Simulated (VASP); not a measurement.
**GaN: single point with PBE**

Crystal: GaN.

```
CELL_PARAMETERS angstrom
0.00000 2.24895 2.24895
2.24895 0.00000 2.24895
2.24895 2.24895 0.00000
ATOMIC_POSITIONS crystal
Ga 0.00000 0.00000 0.00000
N 0.25000 0.25000 0.25000
```

```
Program             : VASP 6.6.1
Task                : single point
Functional          : PBE
Potentials or basis : VASP PAW PBE potentials, release 64 (Ga_d, N)
Cutoff              : 520 eV
k mesh              : 10 × 10 × 10
Occupations         : gaussian, width 0.01 eV
Spin                : non-collinear spin, zero start, spin-orbit coupling
Starting moments    : [[0.0, 0.0, 0.0], [0.0, 0.0, 0.0]] μB
```

The pressure is 6.2 GPa. The net moment is 0.00 μB per cell. The valence electrons inside the program's atomic spheres are Ga 11.88; N 3.75.

Moments on the atoms (μB; x, y, z):
```
Ga  0.00 0.00 0.00
N   0.00 0.00 0.00
```

Wall time 40 s on 1 thread of Intel(R) Xeon(R) 6975P-C (Granite Rapids), on a shared host, peak memory 0.24 GiB.
